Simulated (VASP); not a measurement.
# TiAl3H in VASP: a series of runs

The runs below take TiAl3H through single point, with LDA.

Program: VASP 6.6.1. These are calculated values, not measurements. Logs are shortened: lines on timing, memory, paths and dates and some standing lists are left out, and cuts for length are marked.

## Step 1: The cell of the first run

The cell holds a slab with vacuum, 10 atoms: a = 5.013 Å, b = 5.013 Å, c = 22.068 Å, α = 90.00°, β = 90.00°, γ = 64.41°.

## Step 2: Single point, LDA

Input file INCAR:

```
SYSTEM = TiAl3H
PREC     = Accurate       ! precision mode
ENCUT    = 520            ! plane-wave cutoff, eV
EDIFF    = 1E-6           ! SCF threshold, eV
ISMEAR   = 0              ! smearing method
SIGMA    = 0.1            ! smearing width, eV
LREAL    = .FALSE.        ! projectors in reciprocal space
LASPH    = .TRUE.         ! aspherical terms in the spheres
NELM     = 60             ! most SCF steps
ALGO     = Normal         ! electronic algorithm
ISIF     = 2              ! what is computed and relaxed
LWAVE    = .FALSE.        ! write WAVECAR
LCHARG   = .FALSE.        ! write CHGCAR
LDIPOL   = .TRUE.       
IDIPOL   = 3            
DIPOL    = 0.5 0.5 0.307
GGA      = CA             ! functional
NBANDS   = 33             ! bands
```

Input file KPOINTS:

```
Automatic mesh
0
G
  6 6 1
  0 0 0
```

Input file POSCAR:

```
TiAl3H
1.0
    5.0133158832      0.0000000000      0.0000000000
    2.1650041019      4.5217356605      0.0000000000
    0.0000000000      0.0000000000     22.0677223531
Al Ti H
6 2 2
Direct
    0.5000000000      0.0000000000      0.1812602105
    0.0000000000      0.5000000000      0.1812602105
    0.0000000000      0.0000000000      0.2418017965
    0.0000000000      0.5000000000      0.3061179612
    0.5000000000      0.0000000000      0.3061179612
    0.5000000000      0.5000000000      0.3655892631
    0.5000000000      0.5000000000      0.2418017965
    0.0000000000      0.0000000000      0.3624433202
    0.0000000000     -0.1177863142      0.4439843041
    0.0000000000      0.1177863142      0.4439843041
```

Potentials or basis: VASP PAW LDA potentials, release 64 (Al, Ti_sv, H).

The run is started by

```sh
$ cat potpaw_LDA.64/Al/POTCAR potpaw_LDA.64/Ti_sv/POTCAR potpaw_LDA.64/H/POTCAR > POTCAR
$ mpirun -np 1 vasp_std > vasp.out
```

OUTCAR:

```text
SYSTEM = TiAl3H
   PREC = Accurate
   ENCUT = 520
   EDIFF = 1E-6
   ISMEAR = 0
   LREAL = .FALSE.
   LASPH = .TRUE.
   NELM = 60
   ISIF = 2
   GGA = CA

 ion  position               nearest neighbor table
   1  0.500  0.000  0.181-   2 2.67   2 2.67   5 2.76   7 2.84   7 2.84   3 2.84   3 2.84
   2  0.000  0.500  0.181-   1 2.67   1 2.67   4 2.76   3 2.84   3 2.84   7 2.84   7 2.84
   3  0.000  0.000  0.242-   8 2.66   7 2.67   7 2.67   2 2.84   2 2.84   1 2.84   1 2.84   4 2.88
                             4 2.88   5 2.88   5 2.88
   4  0.000  0.500  0.306-   5 2.67   5 2.67   2 2.76   8 2.80   8 2.80   6 2.83   6 2.83   3 2.88
                             3 2.88   7 2.88   7 2.88
   5  0.500  0.000  0.306-   4 2.67   4 2.67   1 2.76   8 2.80   8 2.80   6 2.83   6 2.83   7 2.88
                             7 2.88   3 2.88   3 2.88
   6  0.500  0.500  0.366-   8 2.67   8 2.67   7 2.73   5 2.83   5 2.83   4 2.83   4 2.83
   7  0.500  0.500  0.242-   3 2.67   3 2.67   6 2.73   1 2.84   1 2.84   2 2.84   2 2.84   5 2.88
                             5 2.88   4 2.88   4 2.88
   8  0.000  0.000  0.362-   9 1.89  10 1.89   3 2.66   6 2.67   6 2.67   4 2.80   4 2.80   5 2.80
                             5 2.80
   9  0.000  0.882  0.444-   8 1.89
  10  0.000  0.118  0.444-   8 1.89

  LATTYP: Found a base centered orthorhombic cell.
 ALAT       =     5.3440596354
 B/A-ratio  =     1.5875142919
 C/A-ratio  =     4.1293929819

  Lattice vectors:

 A1 = (  -2.1650041019,  -4.5217356605,   0.0000000000)
 A2 = (   5.0133158832,   0.0000000000,   0.0000000000)
 A3 = (   0.0000000000,   0.0000000000,  22.0677223531)

Analysis of symmetry for initial positions (statically):
=====================================================================
 Subroutine PRICEL returns:
 Original cell was already a primitive cell.

 Routine SETGRP: Setting up the symmetry group for a
 base centered orthorhombic supercell.

 Subroutine GETGRP returns: Found  2 space group operations
 (whereof  2 operations were pure point group operations)
 out of a pool of  8 trial point group operations.

The static configuration has the point symmetry C_2 .

Analysis of symmetry for dynamics (positions and initial velocities):
=====================================================================
 Subroutine PRICEL returns:
 Original cell was already a primitive cell.

 Routine SETGRP: Setting up the symmetry group for a
 base centered orthorhombic supercell.

 Subroutine GETGRP returns: Found  2 space group operations
 (whereof  2 operations were pure point group operations)
 out of a pool of  8 trial point group operations.

The dynamic configuration has the point symmetry C_2 .

 Subroutine INISYM returns: Found  2 space group operations
 (whereof  2 operations are pure point group operations),
 and found     1 'primitive' translations

----------------------------------------------------------------------------------------

                                     Primitive cell

  volume of cell :     500.2508

  direct lattice vectors                    reciprocal lattice vectors
     5.013315883  0.000000000  0.000000000     0.199468779 -0.095505522  0.000000000
     2.165004102  4.521735661  0.000000000     0.000000000  0.221154016  0.000000000
     0.000000000  0.000000000 22.067722353     0.000000000  0.000000000  0.045315053

  length of vectors
     5.013315883  5.013315883 22.067722353     0.221154016  0.221154016  0.045315053

  position of ions in fractional coordinates (direct lattice)
     0.500000000  0.000000000  0.181260210
     0.000000000  0.500000000  0.181260210
     0.000000000  0.000000000  0.241801796
     0.000000000  0.500000000  0.306117961
     0.500000000  0.000000000  0.306117961
     0.500000000  0.500000000  0.365589263
     0.500000000  0.500000000  0.241801796
     0.000000000  0.000000000  0.362443320
     0.000000000  0.882213686  0.443984304
     0.000000000  0.117786314  0.443984304

  ion indices of the primitive-cell ions
   primitive index   ion index
                 1           1
                 2           2
                 3           3
                 4           4
                 5           5
                 6           6
                 7           7
                 8           8
                 9           9
                10          10

----------------------------------------------------------------------------------------

 KPOINTS: Automatic mesh

Automatic generation of k-mesh.
 Grid dimensions read from file:
 generate k-points for:    6    6    1

 Generating k-lattice:

  Cartesian coordinates                     Fractional coordinates (reciprocal lattice)
     0.033244797 -0.015917587  0.000000000     0.166666667  0.000000000  0.000000000
     0.000000000  0.036859003  0.000000000     0.000000000  0.166666667  0.000000000
     0.000000000  0.000000000  0.045315053     0.000000000  0.000000000  1.000000000

  Length of vectors
     0.036859003  0.036859003  0.045315053

  Shift w.r.t. Gamma in fractional coordinates (k-lattice)
     0.000000000  0.000000000  0.000000000

 Subroutine IBZKPT returns following result:
 ===========================================

 Found     20 irreducible k-points:

 Following reciprocal coordinates:
            Coordinates               Weight
  0.000000  0.000000  0.000000      1.000000
  0.166667  0.000000  0.000000      2.000000
  0.000000 -0.166667  0.000000      2.000000
  0.333333 -0.000000  0.000000      2.000000
  0.000000 -0.333333  0.000000      2.000000
  0.500000  0.000000  0.000000      1.000000
[... 12 lines left out ...]
 -0.333333  0.333333  0.000000      2.000000
  0.500000  0.500000  0.000000      1.000000
   k-points           NKPTS =     20   k-points in BZ     NKDIM =     20   number of bands    NBANDS=     33
   number of dos      NEDOS =    301   number of ions     NIONS =     10
   total plane-waves  NPLWV = 268800
   dimension x,y,z NGX =    40 NGY =   40 NGZ =  168
   dimension x,y,z NGXF=    80 NGYF=   80 NGZF=  336
   ions per type =               6   2   2
   NGX,Y,Z   is equivalent  to a cutoff of  13.26, 13.26, 12.66 a.u.
   NGXF,Y,Z  is equivalent  to a cutoff of  26.53, 26.53, 25.31 a.u.
 SYSTEM =  TiAl3H
   PREC   = accura    normal or accurate (medium, high low for compatibility)
   ISTART =      0    job   : 0-new  1-cont  2-samecut
   ICHARG =      2    charge: 1-file 2-atom 10-const
   ISPIN  =      1    spin polarized calculation?
   LNONCOLLINEAR =      F non collinear calculations
   LSORBIT =      F    spin-orbit coupling
   LASPH  =      T    aspherical Exc in radial PAW
   ENCUT  =  520.0 eV  38.22 Ry    6.18 a.u.   9.32  9.32 41.03*2*pi/ulx,y,z
   NELM   =     60;   NELMIN=  2; NELMDL= -5     # of ELM steps
   EDIFF  = 0.1E-05   stopping-criterion for ELM
   LREAL  =      F    real-space projection
[... 7 lines left out ...]
   TEBEG  =    0.0;   TEEND  =   0.0 temperature during run
   PSTRESS=    0.0 pullay stress
   NELECT =      44.0000    total number of electrons
   NUPDOWN=      -1.0000    fix difference up-down
   EMIN   =  10.00;   EMAX   =-10.00  energy-range for DOS
   EFERMI =   0.00;   METHOD = LEGACY
   ISMEAR =     0;   SIGMA  =   0.10  broadening in eV -4-tet -1-fermi 0-gaus
   EFERMI_NEDOS =   21; number of points for ismear=-14 and -15
   IALGO  =     38    algorithm
   IMIX   =      4    mixing-type and parameters
     AMIX     =   0.40;   BMIX     =  1.00
     AMIX_MAG =   1.60;   BMIX_MAG =  1.00
  volume/ion in A,a.u.               =      50.03       337.59
  Fermi-wavevector in a.u.,A,eV,Ry     =   0.728053  1.375821  7.211925  0.530062
  Thomas-Fermi vector in A             =   1.819430
   LORBIT       =      0    0 simple, 1 ext, 2 COOP (PROOUT), +10 PAW based schemes
   GGA     = CA    functional components
   LHFCALC =     F    Hartree Fock is set to
   AEXX    =    0.0000 exact exchange contribution
   IVDW    =     0    specifies the selected vdW correction
   LEPSILON=     F    determine dielectric tensor
   LRPA    =     F    only Hartree local field effects (RPA)
 non-spin polarized calculation
 Gauss-broadening in eV      SIGMA  =   0.10
  energy-cutoff  :      520.00
  volume of cell :      500.25
 maximum number of plane-waves:     13496
 NGX is ok and might be reduce to    40
   NGX = 19   NGY = 19   NGZ = 83

 dipolmoment           0.000000      0.000000     -0.010994 electrons x Angstroem

 number of electron      44.0000003 magnetization

 dipolmoment           0.000000      0.000000      0.045948 electrons x Angstroem

 Free energy of the ion-electron system (eV)
  ---------------------------------------------------
  ext. energy  EPLUGINS =         0.00000000
  ---------------------------------------------------
  free energy    TOTEN  =       -46.44938480 eV

  energy without entropy =      -46.40934495  energy(sigma->0) =      -46.42936487

 E-fermi :  -1.3329     XC(G=0):  -3.8916

 val. band max:       -1.3387895132   @ k =  -0.3333   0.3333   0.0000
 cond. band min:      -1.3232069390   @ k =   0.5000   0.1667   0.0000
 fundamental gap:      0.0155825742
 Fermi energy:        -1.3328523219

 k-point     1 :       0.0000    0.0000    0.0000
  band No.  band energies     occupation
      1     -57.1104      2.00000
      2     -57.1047      2.00000
      3     -33.9073      2.00000
      4     -33.8914      2.00000
      5     -33.7634      2.00000
      6     -33.7569      2.00000
[... 25 lines left out ...]
     32       1.7123      0.00000
     33       1.9871      0.00000
[... 653 lines left out ...]
      3     -33.9084      2.00000
      4     -33.8910      2.00000
      5     -33.7632      2.00000
      6     -33.7587      2.00000
[... 25 lines left out ...]
     32       2.1708      0.00000
     33       2.2763      0.00000

------------------------ aborting loop because EDIFF is reached ----------------------------------------

 vacuum level on the upper side and lower side of the slab       (xc-potential included)         0.165        -0.191

  FORCE on cell =-STRESS in cart. coord.  units (eV):
  Direction    XX          YY          ZZ          XY          YZ          ZX
  --------------------------------------------------------------------------------------
  -------------------------------------------------------------------------------------
  Total       -6.3360279     -5.3440963     -1.6192941     -1.8791660      0.0000000      0.0000000
  in kB      -20.2927037    -17.1157963     -5.1861915     -6.0184959      0.0000000      0.0000000
  external PRESSURE =     -14.1982305 kB  Pullay stress =       0.0000000 kB

 VOLUME and BASIS-vectors are now :
 -----------------------------------------------------------------------------
  energy-cutoff  :      520.00
  volume of cell :      500.25
      direct lattice vectors                 reciprocal lattice vectors
     5.013315883  0.000000000  0.000000000     0.199468779 -0.095505522  0.000000000
     2.165004102  4.521735661  0.000000000     0.000000000  0.221154016  0.000000000
     0.000000000  0.000000000 22.067722353     0.000000000  0.000000000  0.045315053

 POSITION                                       TOTAL-FORCE (eV/Angst)
 -----------------------------------------------------------------------------------
      2.50666      0.00000      4.00000        -0.000000      0.000000      0.556917
      1.08250      2.26087      4.00000        -0.000000      0.000000      0.558233
      0.00000      0.00000      5.33601        -0.000000      0.000000     -0.771413
      1.08250      2.26087      6.75533        -0.000000      0.000000     -0.109263
      2.50666      0.00000      6.75533        -0.000000      0.000000     -0.069922
      3.58916      2.26087      8.06772        -0.000000      0.000000      0.377521
      3.58916      2.26087      5.33601        -0.000000      0.000000     -0.448190
      0.00000      0.00000      7.99830        -0.000000      0.000000      0.251903
      1.91000      3.98914      9.79772         1.257210      1.249488     -0.172893
      0.25501      0.53260      9.79772        -1.257210     -1.249488     -0.172893
 -----------------------------------------------------------------------------------
    total drift:                                0.000000      0.000000      0.000009

  FREE ENERGIE OF THE ION-ELECTRON SYSTEM (eV)
  ---------------------------------------------------
  free  energy   TOTEN  =       -46.4493847960 eV

  energy  without entropy=      -46.4093449487  energy(sigma->0) =      -46.42936487

 vacuum level on the upper side and lower side of the slab         3.467         3.101
```

Wall time 8.5 min (1 thread of Intel Xeon 6975P-C (Granite Rapids), shared host); peak memory 0.59 GiB.

What came out:

```yaml
Free_energy: -46.4494 eV
Largest_force: 1.781 eV/Å
Band_gap_on_the_k_mesh: zero (bands 22 and 23 overlap by 0.45 eV)
```

Forces in eV/Å, atoms in the order of the input:
```
Al   0.000  0.000  0.557
Al   0.000  0.000  0.558
Al   0.000  0.000 -0.771
Al   0.000  0.000 -0.109
Al   0.000  0.000 -0.070
Al   0.000  0.000  0.378
Ti   0.000  0.000 -0.448
Ti   0.000  0.000  0.252
H    1.257  1.249 -0.173
H   -1.257 -1.249 -0.173
```

[end of part 1 of 2]

The gap in the log of VASP goes by the Fermi energy; the results here count the filled bands.